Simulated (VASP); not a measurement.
Set up this calculation in VASP 6.6.1, as the native input.

```yaml
Task: single point
Functional: r2SCAN
Potentials_or_basis: VASP PAW PBE potentials, release 64 (Ca_sv, Ba_sv, S)
Cutoff: 520 eV
k_mesh: 6 × 6 × 6
Occupations: gaussian, width 0.01 eV
Spin: no spin polarisation
Dipole_correction: no
Further_INCAR_settings: ALGO = Normal; EDIFF = 1e-06; NBANDS = 24
```

BaCaS2:

```xyz
4
Lattice="2.1585 1.2462 7.1116 -2.1585 1.2462 7.1116 0.0000 -2.4924 7.1116" Properties=species:S:1:pos:R:3 pbc="T T T"
Ca    2.1585    1.2462    7.1116
Ba    0.0000    0.0000   10.6673
S     0.0000    0.0000    5.5276
S     0.0000    0.0000   15.8071
```

One way to write it, as run:

POSCAR

```
BaCaS2
1.0
    2.1585244820      1.2462246908      7.1115578358
   -2.1585244820      1.2462246908      7.1115578358
    0.0000000000     -2.4924493815      7.1115578358
Ca Ba S
1 1 2
Direct
    1.0000000000      0.0000000000      0.0000000000
    0.5000000000      0.5000000000      0.5000000000
    0.2590901373      0.2590901373      0.2590901373
    0.7409098627      0.7409098627      0.7409098627
```

INCAR.step1

```
PREC = Accurate
ENCUT = 520
ISMEAR = 0
SIGMA = 0.01
LREAL = F
LASPH = T
NELM = 100
NBANDS = 24
GGA = PE
ALGO = Normal
EDIFF = 1E-4
LWAVE = T
LCHARG = F
```

INCAR.step2

```
PREC = Accurate
ENCUT = 520
EDIFF = 1E-6
ISMEAR = 0
SIGMA = 0.01
LREAL = F
LASPH = T
NELM = 100
ALGO = Normal
ISIF = 2
LWAVE = F
LCHARG = F
METAGGA = R2SCAN
LMIXTAU = T
NBANDS = 24
ISTART = 1
```

KPOINTS

```
Automatic mesh
0
Gamma
  6 6 6
```

Potentials or basis: VASP PAW PBE potentials, release 64 (Ca_sv, Ba_sv, S).

Launch:

```bash
$ cat potpaw_PBE.64/Ca_sv/POTCAR potpaw_PBE.64/Ba_sv/POTCAR potpaw_PBE.64/S/POTCAR > POTCAR
$ cp INCAR.step1 INCAR
$ mpirun -np 1 vasp_std > vasp.out
$ cp INCAR.step2 INCAR
$ mpirun -np 1 vasp_std > vasp.out
```

It gave:

| Property | Result |
| --- | --- |
| Pressure | -1.0 GPa |
| Largest force | 0.017 eV/Å |
| Band gap on the k mesh | 2.49 eV (least direct gap 2.94 eV) |

Caveat: the PAW data sets were made with another functional, which shifts forces and pressure a little; spin-orbit coupling is left out, which moves the levels of the heavy elements.

Wall time 16 min on 1 thread of Intel(R) Xeon(R) Platinum 8375C CPU @ 2.90GHz (Ice Lake) (shared host), peak memory 0.51 GiB.
